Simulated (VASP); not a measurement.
# AlN (P6_3/mmc) in VASP: a series of runs

The runs below take AlN through single point, with PBEsol.

Everything below comes from runs of VASP 6.6.1. Logs are shortened: lines on timing, memory, paths and dates and some standing lists are left out, and cuts for length are marked.

**1. The cell of the first run**

The structure is hexagonal, space group P6_3/mmc (No. 194). The conventional cell has a = 3.361 Å, b = 3.361 Å, c = 4.057 Å, α = 90.00°, β = 90.00°, γ = 120.00°. Within 2.6 Å of Al (site symmetry -6m2) lie 5 N at 1.94 to 2.03 Å. N (site symmetry -6m2) has 5 Al at 1.94 to 2.03 Å within 2.6 Å.

**2. Single point, PBEsol**

Input file INCAR:

```
PREC = Accurate ; ENCUT = 520
EDIFF = 1E-6 ; ISMEAR = 0
SIGMA = 0.05 ; LREAL = False
LASPH = True ; NELM = 80
ALGO = Normal ; ISIF = 2
LWAVE = False ; LCHARG = True
GGA = PS ; LELF = True
LVHAR = True ; NBANDS = 16
```

Input file KPOINTS:

```
regular mesh
0
Gamma
  9 9 6
```

Input file POSCAR:

```
AlN
1.0
    3.3609000000      0.0000000000      0.0000000000
   -1.6804500000      2.9106247796      0.0000000000
    0.0000000000      0.0000000000      4.0572000000
Al N
2 2
Direct
    0.3333333333      0.6666666667      0.7500000000
    0.6666666667      0.3333333333      0.2500000000
    0.3333333333      0.6666666667      0.2500000000
    0.6666666667      0.3333333333      0.7500000000
```

Potentials or basis: VASP PAW PBE potentials, release 64 (Al, N).

Command:

```console
$ cat potpaw_PBE.64/Al/POTCAR potpaw_PBE.64/N/POTCAR > POTCAR
$ mpirun -np 1 vasp_std > vasp.out
```

OUTCAR:

```text
PREC = Accurate
   ENCUT = 520
   EDIFF = 1E-6
   ISMEAR = 0
   LREAL = False
   LASPH = True
   NELM = 80
   ISIF = 2
   GGA = PS

 ion  position               nearest neighbor table
   1  0.333  0.667  0.750-   4 1.94   4 1.94   4 1.94   3 2.03   3 2.03   2 2.81   2 2.81   2 2.81
                             2 2.81   2 2.81   2 2.81
   2  0.667  0.333  0.250-   3 1.94   3 1.94   3 1.94   4 2.03   4 2.03   1 2.81   1 2.81   1 2.81
                             1 2.81   1 2.81   1 2.81
   3  0.333  0.667  0.250-   2 1.94   2 1.94   2 1.94   1 2.03   1 2.03
   4  0.667  0.333  0.750-   1 1.94   1 1.94   1 1.94   2 2.03   2 2.03

  LATTYP: Found a hexagonal cell.
 ALAT       =     3.3609000000
 C/A-ratio  =     1.2071766491

  Lattice vectors:

 A1 = (   3.3609000000,   0.0000000000,   0.0000000000)
 A2 = (  -1.6804500000,   2.9106247796,   0.0000000000)
 A3 = (   0.0000000000,   0.0000000000,   4.0572000000)

Analysis of symmetry for initial positions (statically):
=====================================================================
 Subroutine PRICEL returns:
 Original cell was already a primitive cell.

 Routine SETGRP: Setting up the symmetry group for a
 hexagonal supercell.

 Subroutine GETGRP returns: Found 24 space group operations
 (whereof 12 operations were pure point group operations)
 out of a pool of 24 trial point group operations.

The static configuration has the point symmetry D_3d.
 The point group associated with its full space group is D_6h.

Analysis of symmetry for dynamics (positions and initial velocities):
=====================================================================
 Subroutine PRICEL returns:
 Original cell was already a primitive cell.

 Routine SETGRP: Setting up the symmetry group for a
 hexagonal supercell.

 Subroutine GETGRP returns: Found 24 space group operations
 (whereof 12 operations were pure point group operations)
 out of a pool of 24 trial point group operations.

The dynamic configuration has the point symmetry D_3d.
 The point group associated with its full space group is D_6h.

 Subroutine INISYM returns: Found 24 space group operations
 (whereof 12 operations are pure point group operations),
 and found     1 'primitive' translations

----------------------------------------------------------------------------------------

                                     Primitive cell

[... 95 lines left out ...]
   LREAL  =      F    real-space projection
   EDIFFG = 0.1E-04   stopping-criterion for IOM
   NSW    =      0    number of steps for IOM
   IBRION =     -1    ionic relax: 0-MD 1-quasi-New 2-CG
   NFREE  =      0    steps in history (QN), initial steepest desc. (CG)
   ISIF   =      2    stress and relaxation
   ISYM   =      2    0-nonsym 1-usesym 2-fastsym
   POTIM  = 0.5000    time-step for ionic-motion
   TEBEG  =    0.0;   TEEND  =   0.0 temperature during run
   PSTRESS=    0.0 pullay stress
   NELECT =      16.0000    total number of electrons
   NUPDOWN=      -1.0000    fix difference up-down
   EMIN   =  10.00;   EMAX   =-10.00  energy-range for DOS
   EFERMI =   0.00;   METHOD = LEGACY
   ISMEAR =     0;   SIGMA  =   0.05  broadening in eV -4-tet -1-fermi 0-gaus
   EFERMI_NEDOS =   21; number of points for ismear=-14 and -15
   IALGO  =     38    algorithm
   IMIX   =      4    mixing-type and parameters
     AMIX     =   0.40;   BMIX     =  1.00
     AMIX_MAG =   1.60;   BMIX_MAG =  1.00
  volume/ion in A,a.u.               =       9.92        66.96
  Fermi-wavevector in a.u.,A,eV,Ry     =   1.209369  2.285376 19.899511  1.462573
  Thomas-Fermi vector in A             =   2.344948
   LORBIT       =      0    0 simple, 1 ext, 2 COOP (PROOUT), +10 PAW based schemes
   GGA     = PS    functional components
   LHFCALC =     F    Hartree Fock is set to
   AEXX    =    0.0000 exact exchange contribution
   IVDW    =     0    specifies the selected vdW correction
   LEPSILON=     F    determine dielectric tensor
   LRPA    =     F    only Hartree local field effects (RPA)
 non-spin polarized calculation
 Gauss-broadening in eV      SIGMA  =   0.05
  energy-cutoff  :      520.00
  volume of cell :       39.69
 maximum number of plane-waves:      1095
 NGX is ok and might be reduce to    28
   NGX = 13   NGY = 13   NGZ = 15

 number of electron      16.0000000 magnetization

 Free energy of the ion-electron system (eV)
  ---------------------------------------------------
  ext. energy  EPLUGINS =         0.00000000
  ---------------------------------------------------
  free energy    TOTEN  =       -30.91349217 eV

  energy without entropy =      -30.91349217  energy(sigma->0) =      -30.91349217

 E-fermi :   7.9723     XC(G=0): -11.3544

 val. band max:        7.6694795081   @ k =   0.0000   0.0000   0.0000
 cond. band min:      11.0052271171   @ k =   0.0000   0.0000   0.0000
 fundamental gap:      3.3357476090
 Fermi energy:         7.9722844893

 k-point     1 :       0.0000    0.0000    0.0000
  band No.  band energies     occupation
      1      -8.9367      2.00000
      2      -5.0170      2.00000
      3       1.0302      2.00000
      4       4.4303      2.00000
      5       4.4303      2.00000
      6       6.3381      2.00000
[... 433 lines left out ...]
      3       1.2537      2.00000
      4       2.2881      2.00000
      5       2.2881      2.00000
      6       5.1277      2.00000
[... 8 lines left out ...]
     15      19.1420      0.00000
     16      21.0442      0.00000

 [... further k-points ...]

------------------------ aborting loop because EDIFF is reached ----------------------------------------

  FORCE on cell =-STRESS in cart. coord.  units (eV):
  Direction    XX          YY          ZZ          XY          YZ          ZX
  --------------------------------------------------------------------------------------
  -------------------------------------------------------------------------------------
  Total       -1.5460732     -1.5460732      0.4363622      0.0000000      0.0000000      0.0000000
  in kB      -62.4126188    -62.4126188     17.6152779      0.0000000      0.0000000      0.0000000
  external PRESSURE =     -35.7366533 kB  Pullay stress =       0.0000000 kB

 VOLUME and BASIS-vectors are now :
 -----------------------------------------------------------------------------
  energy-cutoff  :      520.00
  volume of cell :       39.69
      direct lattice vectors                 reciprocal lattice vectors
     3.360900000  0.000000000  0.000000000     0.297539350  0.171784424  0.000000000
    -1.680450000  2.910624780  0.000000000     0.000000000  0.343568847  0.000000000
     0.000000000  0.000000000  4.057200000     0.000000000  0.000000000  0.246475402

 POSITION                                       TOTAL-FORCE (eV/Angst)
 -----------------------------------------------------------------------------------
     -0.00000      1.94042      3.04290        -0.000000     -0.000000      0.000000
      1.68045      0.97021      1.01430         0.000000      0.000000      0.000000
     -0.00000      1.94042      1.01430        -0.000000     -0.000000      0.000000
      1.68045      0.97021      3.04290         0.000000      0.000000      0.000000
 -----------------------------------------------------------------------------------
    total drift:                               -0.000000     -0.000000     -0.000000

  FREE ENERGIE OF THE ION-ELECTRON SYSTEM (eV)
  ---------------------------------------------------
  free  energy   TOTEN  =       -30.9134921670 eV

  energy  without entropy=      -30.9134921670  energy(sigma->0) =      -30.91349217
```

OSZICAR:

```text
N       E                     dE             d eps       ncg     rms          rms(c)
DAV:   1     0.400147232110E+02    0.40015E+02   -0.73708E+03  1544   0.900E+02
DAV:   2    -0.318169809174E+02   -0.71832E+02   -0.65676E+02  2200   0.188E+02
DAV:   3    -0.351242760248E+02   -0.33073E+01   -0.32978E+01  1840   0.417E+01
DAV:   4    -0.351443730029E+02   -0.20097E-01   -0.20095E-01  1952   0.361E+00
DAV:   5    -0.351446384885E+02   -0.26549E-03   -0.26548E-03  1816   0.421E-01    0.112E+01
DAV:   6    -0.309903416531E+02    0.41543E+01   -0.81666E+00  1976   0.212E+01    0.392E+00
DAV:   7    -0.309583923310E+02    0.31949E-01   -0.72025E-01  1752   0.563E+00    0.280E+00
DAV:   8    -0.309225246253E+02    0.35868E-01   -0.11616E-01  1640   0.270E+00    0.886E-01
DAV:   9    -0.309131696579E+02    0.93550E-02   -0.22585E-02  1952   0.116E+00    0.274E-01
DAV:  10    -0.309135886972E+02   -0.41904E-03   -0.26304E-03  1752   0.336E-01    0.169E-01
DAV:  11    -0.309134958182E+02    0.92879E-04   -0.12591E-04  1880   0.858E-02    0.451E-02
DAV:  12    -0.309134926841E+02    0.31341E-05   -0.95503E-06  1704   0.230E-02    0.750E-03
DAV:  13    -0.309134921670E+02    0.51708E-06   -0.26030E-06  1928   0.117E-02
   1 F= -.30913492E+02 E0= -.30913492E+02  d E =-.684582E-20
```

stdout:

```text
POSCAR found type information on POSCAR AlN
 POSCAR found :  2 types and       4 ions
 scaLAPACK will be used
 -----------------------------------------------------------------------------
|                                                                             |
|                                                                             |
|     You enforced a specific xc type in the INCAR file but a different       |
|     I HOPE YOU KNOW WHAT YOU ARE DOING!                                     |
|                                                                             |
 -----------------------------------------------------------------------------

 LDA part: xc-table for (Slater+PW92), standard interpolation
 POSCAR, INCAR and KPOINTS ok, starting setup
 FFT: planning ... GRIDC
 FFT: planning ... GRID_SOFT
 FFT: planning ... GRID
 WAVECAR not read
 entering main loop
```

Wall time 14 s (1 thread of Intel Xeon 6975P-C (Granite Rapids), shared host); peak memory 0.16 GiB.

What came out:

```
Free energy            : -30.9135 eV
Pressure               : -3.6 GPa
Band gap on the k mesh : 3.34 eV, direct
```

Levels at points of the mesh, in eV from the valence-band top:
```
           k point  band 5  band 6  band 7  band 8  band 9  band 10  band 11  band 12
(0.00, 0.00, 0.00)   -3.24   -1.33   -1.33    0.00    3.34     4.40     8.11     8.11
(0.00, 0.00, 0.50)   -2.33   -2.33   -2.33   -2.33    5.74     5.74     8.21     8.21
```

Caveat: the PAW data sets were made with another functional, which shifts forces and pressure a little.

[end of part 1 of 2]
